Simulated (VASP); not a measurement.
# InGa15P16 (a cell with a defect) in VASP: single point with PBE

Aim: the single point of InGa15P16 (a cell with a defect) with PBE.

All numbers are computed with VASP 6.6.1; they aren't measurements. Logs are shortened: lines on timing, memory, paths and dates and some standing lists are left out, and cuts for length are marked.

## (1) The cell of the first run

The cell holds a defect, 32 atoms: a = 9.535 Å, b = 9.535 Å, c = 9.535 Å, α = 109.47°, β = 109.47°, γ = 109.47°.

## (2) Single point, PBE

INCAR reads:

```
SYSTEM = InGa15P16
ALGO = Normal
EDIFF = 1E-6
ENCUT = 520
GGA = PE
ISIF = 2
ISMEAR = 0
LASPH = .TRUE.
LCHARG = .FALSE.
LREAL = Auto
LWAVE = .FALSE.
NBANDS = 166
NELM = 80
PREC = Accurate
SIGMA = 0.02
```

KPOINTS reads:

```
Automatic mesh
0
Gamma
  2 2 2
  0.5 0.5 0.5
```

POSCAR reads:

```
InGa15P16
1.0
   -5.5051169769      5.5051169769      5.5051169769
    5.5051169769     -5.5051169769      5.5051169769
    5.5051169769      5.5051169769     -5.5051169769
In Ga P
1 15 16
Direct
    0.5000000000      0.5000000000      0.0000000000
    0.5000000000      0.7519523946      0.7476308812
    0.5000000000      0.0000000000      0.5000000000
    0.7519523946      0.2476308812      0.0000000000
    0.5000000000      0.2476308812      0.2519523946
    0.7519523946      0.5000000000      0.7476308812
    0.7523691188      0.7523691188      0.5043215134
    0.0000000000      0.0000000000      0.0000000000
    0.7523691188      0.0043215134      0.2523691188
   -0.0043215134      0.2480476054      0.7480476054
    0.0000000000      0.5000000000      0.5000000000
    0.2476308812      0.7519523946      0.0000000000
    0.0043215134      0.7523691188      0.2523691188
    0.2480476054     -0.0043215134      0.7480476054
    0.2480476054      0.2480476054      0.4956784866
    0.2476308812      0.5000000000      0.2519523946
    0.2357511144      0.5000000000      0.0000000000
    0.2492190576      0.7478168251      0.7492190576
    0.2521831749      0.0014022326      0.5014022326
    0.5000000000      0.2357511144      0.0000000000
    0.2492190576      0.2492190576      0.2478168251
    0.5000000000      0.5000000000      0.7357511144
    0.5000000000      0.7507809424      0.4985977674
    0.7507809424     -0.0014022326      0.0000000000
    0.5000000000     -0.0014022326      0.2507809424
    0.7478168251      0.2492190576      0.7492190576
    0.7507809424      0.5000000000      0.4985977674
   -0.0014022326      0.7507809424      0.0000000000
    0.7642488856      0.7642488856      0.2642488856
    0.0014022326      0.0014022326      0.7521831749
    0.0014022326      0.2521831749      0.5014022326
   -0.0014022326      0.5000000000      0.2507809424
```

Potentials or basis: VASP PAW PBE potentials, release 64 (In_d, Ga_d, P).

Run with:

```console
cat potpaw_PBE.64/In_d/POTCAR potpaw_PBE.64/Ga_d/POTCAR potpaw_PBE.64/P/POTCAR > POTCAR
mpirun -np 1 vasp_std > vasp.out
```

OUTCAR:

```text
SYSTEM = InGa15P16
   EDIFF = 1E-6
   ENCUT = 520
   GGA = PE
   ISIF = 2
   ISMEAR = 0
   LASPH = .TRUE.
   LREAL = Auto
   NELM = 80
   PREC = Accurate

 ion  position               nearest neighbor table
   1  0.500  0.500  0.000-  17 2.52  20 2.52  22 2.52  29 2.52
   2  0.500  0.752  0.748-  22 2.37  23 2.37  24 2.38  18 2.38
   3  0.500  0.000  0.500-  23 2.37  25 2.37  26 2.37  19 2.37
   4  0.752  0.248  0.000-  20 2.37  24 2.37  32 2.38  26 2.38
   5  0.500  0.248  0.252-  20 2.37  25 2.37  27 2.38  21 2.38
   6  0.752  0.500  0.748-  22 2.37  27 2.37  28 2.38  26 2.38
[... 24 lines left out ...]
  31  0.001  0.252  0.501-   9 2.37  11 2.37  15 2.38  10 2.38
  32  0.999  0.500  0.251-  16 2.37  11 2.37  13 2.38   4 2.38

  LATTYP: Found a body centered cubic cell.
 ALAT       =    11.0102339538

  Lattice vectors:

 A1 = (  -5.5051169769,   5.5051169769,   5.5051169769)
 A2 = (   5.5051169769,  -5.5051169769,   5.5051169769)
 A3 = (   5.5051169769,   5.5051169769,  -5.5051169769)

Analysis of symmetry for initial positions (statically):
=====================================================================
 Subroutine PRICEL returns:
 Original cell was already a primitive cell.

 Routine SETGRP: Setting up the symmetry group for a
 body centered cubic supercell.

 Subroutine GETGRP returns: Found 24 space group operations
 (whereof  8 operations were pure point group operations)
 out of a pool of 48 trial point group operations.

The static configuration has the point symmetry D_2d.
 The point group associated with its full space group is T_d .

Analysis of symmetry for dynamics (positions and initial velocities):
=====================================================================
 Subroutine PRICEL returns:
 Original cell was already a primitive cell.

 Routine SETGRP: Setting up the symmetry group for a
 body centered cubic supercell.

 Subroutine GETGRP returns: Found 24 space group operations
 (whereof  8 operations were pure point group operations)
 out of a pool of 48 trial point group operations.

The dynamic configuration has the point symmetry D_2d.
 The point group associated with its full space group is T_d .

 Subroutine INISYM returns: Found 24 space group operations
 (whereof  8 operations are pure point group operations),
 and found     1 'primitive' translations

----------------------------------------------------------------------------------------

                                     Primitive cell

  volume of cell :     667.3592
[... 140 lines left out ...]
   EFERMI =   0.00;   METHOD = LEGACY
   ISMEAR =     0;   SIGMA  =   0.02  broadening in eV -4-tet -1-fermi 0-gaus
   EFERMI_NEDOS =   21; number of points for ismear=-14 and -15
   IALGO  =     38    algorithm
   IMIX   =      4    mixing-type and parameters
     AMIX     =   0.40;   BMIX     =  1.00
     AMIX_MAG =   1.60;   BMIX_MAG =  1.00
  volume/ion in A,a.u.               =      20.85       140.74
  Fermi-wavevector in a.u.,A,eV,Ry     =   1.237141  2.337857 20.823951  1.530517
  Thomas-Fermi vector in A             =   2.371720
   LORBIT       =      0    0 simple, 1 ext, 2 COOP (PROOUT), +10 PAW based schemes
   GGA     = PE    functional components
   LHFCALC =     F    Hartree Fock is set to
   AEXX    =    0.0000 exact exchange contribution
   IVDW    =     0    specifies the selected vdW correction
   LEPSILON=     F    determine dielectric tensor
   LRPA    =     F    only Hartree local field effects (RPA)
 non-spin polarized calculation
 Gauss-broadening in eV      SIGMA  =   0.02
  energy-cutoff  :      520.00
  volume of cell :      667.36
 maximum number of plane-waves:     17968
 NGX is ok and might be reduce to    70
   NGX = 35   NGY = 35   NGZ = 35

 number of electron     288.0000021 magnetization

 Free energy of the ion-electron system (eV)
  ---------------------------------------------------
  ext. energy  EPLUGINS =         0.00000000
  ---------------------------------------------------
  free energy    TOTEN  =      -145.11683317 eV

  energy without entropy =     -145.11683317  energy(sigma->0) =     -145.11683317

 E-fermi :   4.1169     XC(G=0):  -9.7266

 val. band max:        3.9970803879   @ k =   0.2500   0.2500   0.2500
 cond. band min:       6.2208904472   @ k =  -0.2500   0.2500   0.2500
 fundamental gap:      2.2238100593
 Fermi energy:         4.1168894586

 k-point     1 :       0.2500    0.2500    0.2500
  band No.  band energies     occupation
      1     -10.0744      2.00000
      2     -10.0708      2.00000
      3     -10.0708      2.00000
      4     -10.0708      2.00000
      5     -10.0691      2.00000
      6     -10.0691      2.00000
[... 148 lines left out ...]
    155       7.0811      0.00000
    156       7.0811      0.00000

 k-point     2 :      -0.2500    0.2500    0.2500
  band No.  band energies     occupation
      1     -10.0831      2.00000
      2     -10.0831      2.00000
      3     -10.0794      2.00000
      4     -10.0684      2.00000
      5     -10.0668      2.00000
      6     -10.0667      2.00000
[... 148 lines left out ...]
    155       7.4801      0.00000
    156       7.7852      0.00000
 [bands above 156 left out]

------------------------ aborting loop because EDIFF is reached ----------------------------------------

  FORCE on cell =-STRESS in cart. coord.  units (eV):
  Direction    XX          YY          ZZ          XY          YZ          ZX
  --------------------------------------------------------------------------------------
  -------------------------------------------------------------------------------------
  Total        5.2063519      5.2063519      5.2063519     -0.0000000     -0.0000000      0.0000000
  in kB       12.4992645     12.4992645     12.4992645     -0.0000000     -0.0000000      0.0000000
  external PRESSURE =      12.4992645 kB  Pullay stress =       0.0000000 kB

 VOLUME and BASIS-vectors are now :
 -----------------------------------------------------------------------------
  energy-cutoff  :      520.00
  volume of cell :      667.36
      direct lattice vectors                 reciprocal lattice vectors
    -5.505116977  5.505116977  5.505116977     0.000000000  0.090824591  0.090824591
     5.505116977 -5.505116977  5.505116977     0.090824591  0.000000000  0.090824591
     5.505116977  5.505116977 -5.505116977     0.090824591  0.090824591  0.000000000

 POSITION                                       TOTAL-FORCE (eV/Angst)
 -----------------------------------------------------------------------------------
      0.00000      0.00000      5.50512         0.000000     -0.000000     -0.000000
      5.50282      2.72877      2.77635        -0.010891      0.008981     -0.008981
      0.00000      5.50512      0.00000         0.000000     -0.000000     -0.000000
     -2.77635      2.77635      5.50282         0.008981     -0.008981     -0.010891
     -0.00229      2.77635      2.72877        -0.010891     -0.008981      0.008981
      2.72877      5.50282      2.77635         0.008981     -0.010891     -0.008981
[... 24 lines left out ...]
      4.14086      1.37970     -1.36426         0.009983     -0.006055      0.009983
     -1.36426      4.12542      6.86938         0.009983      0.006055     -0.009983
 -----------------------------------------------------------------------------------
    total drift:                                0.000083      0.000083      0.000095

  FREE ENERGIE OF THE ION-ELECTRON SYSTEM (eV)
  ---------------------------------------------------
  free  energy   TOTEN  =      -145.1168331667 eV

  energy  without entropy=     -145.1168331667  energy(sigma->0) =     -145.11683317
```

OSZICAR:

```text
N       E                     dE             d eps       ncg     rms          rms(c)
DAV:   1     0.371018535650E+04    0.37102E+04   -0.11690E+05   720   0.254E+03
DAV:   2     0.803672662288E+03   -0.29065E+04   -0.28088E+04   664   0.761E+02
DAV:   3    -0.404836968149E+02   -0.84416E+03   -0.78653E+03   802   0.260E+02
DAV:   4    -0.141369290203E+03   -0.10089E+03   -0.98778E+02   770   0.839E+01
DAV:   5    -0.149324419956E+03   -0.79551E+01   -0.79048E+01   992   0.249E+01    0.180E+01
DAV:   6    -0.145422910529E+03    0.39015E+01   -0.10464E+01   944   0.165E+01    0.106E+01
DAV:   7    -0.145109515685E+03    0.31339E+00   -0.47238E+00   880   0.502E+00    0.400E+00
DAV:   8    -0.145108796290E+03    0.71939E-03   -0.74328E-01   840   0.585E+00    0.101E+00
DAV:   9    -0.145112092788E+03   -0.32965E-02   -0.75986E-02   784   0.272E+00    0.517E-01
DAV:  10    -0.145114769917E+03   -0.26771E-02   -0.25797E-02   872   0.134E+00    0.426E-01
DAV:  11    -0.145116950022E+03   -0.21801E-02   -0.14643E-02   840   0.588E-01    0.121E-01
DAV:  12    -0.145116792319E+03    0.15770E-03   -0.14404E-03   848   0.332E-01    0.471E-02
DAV:  13    -0.145116821853E+03   -0.29534E-04   -0.57415E-04   792   0.135E-01    0.267E-02
DAV:  14    -0.145116828504E+03   -0.66510E-05   -0.11656E-04   816   0.704E-02    0.145E-02
DAV:  15    -0.145116830101E+03   -0.15975E-05   -0.33255E-05   856   0.651E-02    0.116E-02
DAV:  16    -0.145116833078E+03   -0.29763E-05   -0.22980E-05   952   0.233E-02    0.371E-03
DAV:  17    -0.145116833167E+03   -0.88963E-07   -0.84026E-07   424   0.457E-03
   1 F= -.14511683E+03 E0= -.14511683E+03  d E =-.219860E-17
```

Run time: 6.2 min. Hardware: 1 thread of Intel Xeon Platinum 8375C at 2.90GHz (Ice Lake), shared host; peak memory 0.79 GiB.

Results:

```yaml
Free_energy: -145.1168 eV
Pressure: 1.2 GPa
Largest_force: 0.017 eV/Å
Band_gap_on_the_k_mesh: 2.22 eV
```

Forces in eV/Å, atoms in the order of the input:
```
In   0.000  0.000  0.000
Ga  -0.011  0.009 -0.009
Ga   0.000  0.000  0.000
Ga   0.009 -0.009 -0.011
Ga  -0.011 -0.009  0.009
Ga   0.009 -0.011 -0.009
Ga  -0.009 -0.009  0.011
Ga   0.000  0.000  0.000
Ga  -0.009  0.011 -0.009
Ga   0.011  0.009  0.009
Ga   0.000  0.000  0.000
Ga  -0.009  0.009 -0.011
Ga   0.011 -0.009 -0.009
Ga   0.009  0.011  0.009
Ga   0.009  0.009  0.011
Ga  -0.009 -0.011  0.009
P    0.001 -0.001 -0.001
P   -0.010 -0.006 -0.010
P   -0.006  0.010  0.010
P   -0.001  0.001 -0.001
P   -0.010 -0.010 -0.006
P   -0.001 -0.001  0.001
P    0.006 -0.010  0.010
P   -0.010  0.010  0.006
P    0.006  0.010 -0.010
P   -0.006 -0.010 -0.010
P   -0.010  0.006  0.010
P    0.010 -0.010  0.006
P    0.001  0.001  0.001
P    0.010  0.010 -0.006
P    0.010 -0.006  0.010
P    0.010  0.006 -0.010
```

Caveat: spin-orbit coupling is left out, which moves the levels of the heavy elements.
